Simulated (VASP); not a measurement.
Set up this calculation in VASP 6.6.1, as the native input.

```
Task                   : single point
Functional             : PBE
Potentials or basis    : VASP PAW PBE potentials, release 64 (Sb)
Cutoff                 : 520 eV
k mesh                 : 6 × 6 × 6
Occupations            : gaussian, width 0.02 eV
Spin                   : no spin polarisation
Dipole correction      : no
Further INCAR settings : ALGO = Normal; EDIFF = 1e-06; NBANDS = 18
```

The structure of Sb lies in POSCAR:

```
Sb
1.0
    0.0000000000      4.7577753591      4.7577753591
    4.7577753591      0.0000000000      4.7577753591
    4.7577753591      4.7577753591      0.0000000000
Sb
4
Direct
    0.8565931243      0.4302206271      0.8565931243
    0.8565931243      0.8565931243      0.8565931243
    0.4302206271      0.8565931243      0.8565931243
    0.8565931243      0.8565931243      0.4302206271
```

The cell was generated, and may not be a known phase.

These files were run (other wordings do the same):

INCAR

```
ALGO     = Normal         # electronic algorithm
EDIFF    = 1E-6           # SCF threshold, eV
ENCUT    = 520            # plane-wave cutoff, eV
GGA      = PE             # functional
ISIF     = 2              # what is computed and relaxed
ISMEAR   = 0              # smearing method
LASPH    = T              # aspherical terms in the spheres
LCHARG   = T              # write CHGCAR
LELF     = T              # ELF
LREAL    = F              # projectors in reciprocal space
LVHAR    = T            
LWAVE    = F              # write WAVECAR
NBANDS   = 18             # bands
NELM     = 100            # most SCF steps
PREC     = Accurate       # precision mode
SIGMA    = 0.02           # smearing width, eV
```

KPOINTS

```
k-points
0
Gamma
  6 6 6
```

Potentials or basis: VASP PAW PBE potentials, release 64 (Sb).

Run with:

```bash
$ cat potpaw_PBE.64/Sb/POTCAR > POTCAR
$ mpirun -np 1 vasp_std > vasp.out
```

Results of the run:

| Item | Value |
| --- | --- |
| Pressure | 0.1 GPa |
| Largest force | 0.052 eV/Å |
| Band gap on the k mesh | 1.51 eV (least direct gap 1.60 eV) |

Caveat: spin-orbit coupling is left out, which moves the levels of the heavy elements.

It took 82 s on 1 thread of AMD EPYC 7R13 Processor (Zen 3) (shared host), peak memory 0.31 GiB.
